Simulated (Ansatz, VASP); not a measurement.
# One calculation of Mo2Ru3, two programs

```
Mo Ru
1.0
     2.81797    0.00000    0.00000
    -1.40899    2.44044    0.00000
     0.00000    0.00000   22.12914
Mo Ru
4 6
Direct
  0.33333 0.66667 0.65000
  0.33333 0.66667 0.85000
  0.66667 0.33333 0.15000
  0.66667 0.33333 0.35000
  0.33333 0.66667 0.05000
  0.33333 0.66667 0.25000
  0.33333 0.66667 0.45000
  0.66667 0.33333 0.75000
  0.66667 0.33333 0.95000
  0.66667 0.33333 0.55000
```

Alike in both runs: task single point; functional PBE; k mesh 6 × 6 × 1; occupations gaussian, width 0.1 eV; no spin polarisation.

|  | VASP | Ansatz |
| --- | --- | --- |
| version | VASP 6.6.1 | Ansatz 0.2.0 |
| potentials or method | VASP PAW PBE potentials, release 64 (Mo_sv, Ru_pv), cutoff 520 eV | scalar-relativistic, plane waves, PAW |
| valence electrons in the cell | 140 | 152 |

Ansatz gave:

| Item | Value |
| --- | --- |
| gap on the k mesh at the Fermi level (eV) | none |
| pressure (GPa) | -10.6 |
| traceless stress, the component that is largest in VASP (GPa) | 2.69 |
| rms of the force components (eV/Å) | 0.231 |

**Question.** Estimate VASP's values.

**Answer.** gap on the k mesh at the Fermi level (eV): none; pressure (GPa): -10.5; traceless stress, the component that is largest in VASP (GPa): 2.68; rms of the force components (eV/Å): 0.229.

Atom by atom the forces differ by 0.004 eV/Å (rms over components). A gap of «none» marks a metal or a gap that the smearing closes. VASP's potentials hold 140 valence electrons a cell and Ansatz's 152, so a difference there can come from the potentials and not from the codes.

The k mesh is coarse, so the values compare programs but aren't converged.
